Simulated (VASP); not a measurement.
Wanted: the native input for a VASP 6.6.1 run.

| Quantity | Value |
| --- | --- |
| Task | single point |
| Functional | PBE |
| Potentials or basis | VASP PAW PBE potentials, release 64 (B, N) |
| Cutoff | 520 eV |
| k mesh | 12 × 12 × 12 |
| Occupations | gaussian, width 0.05 eV |
| Spin | no spin polarisation |
| Dipole correction | no |
| Further INCAR settings | ALGO = Normal; EDIFF = 1e-06; NBANDS = 11 |

The structure of BN lies in POSCAR:

```
BN
1.0
    0.0000000000      1.8130010000      1.8130010000
    1.8130010000      0.0000000000      1.8130010000
    1.8130010000      1.8130010000      0.0000000000
B N
1 1
Direct
    0.0000000000      0.0000000000      0.0097505018
    0.7500000000      0.7500000000      0.7500000000
```

This cell differs from its parent crystal: all B atoms moved +0.025 Å, as atom 1 along Cartesian [1 1 0].

The input as run:

INCAR

```
SYSTEM = BN
PREC     = Accurate       ! precision mode
ENCUT    = 520            ! plane-wave cutoff, eV
EDIFF    = 1E-6           ! SCF threshold, eV
ISMEAR   = 0              ! smearing method
SIGMA    = 0.05           ! smearing width, eV
LREAL    = .False.        ! projectors in reciprocal space
LASPH    = .True.         ! aspherical terms in the spheres
NELM     = 60             ! most SCF steps
ALGO     = Normal         ! electronic algorithm
ISIF     = 2              ! what is computed and relaxed
LWAVE    = .False.        ! write WAVECAR
LCHARG   = .False.        ! write CHGCAR
GGA      = PE             ! functional
NBANDS   = 11             ! bands
```

KPOINTS

```
Automatic mesh
0
Gamma
  12 12 12
  0 0 0
```

Potentials or basis: VASP PAW PBE potentials, release 64 (B, N).

The run is started by

```sh
$ cat potpaw_PBE.64/B/POTCAR potpaw_PBE.64/N/POTCAR > POTCAR
$ mpirun -np 1 vasp_std > vasp.out
```

Results of the run:

```
Pressure               : 0.0 GPa
Largest force          : 0.593 eV/Å
Band gap on the k mesh : 4.22 eV, indirect (least direct gap 8.38 eV)
```

Caveat: the cell differs from its parent crystal (all B atoms moved +0.025 Å, as atom 1 along Cartesian [1 1 0]).

Wall time 42 s on 1 thread of Intel(R) Xeon(R) Platinum 8375C CPU @ 2.90GHz (Ice Lake), with other jobs on the host, peak memory 0.17 GiB.
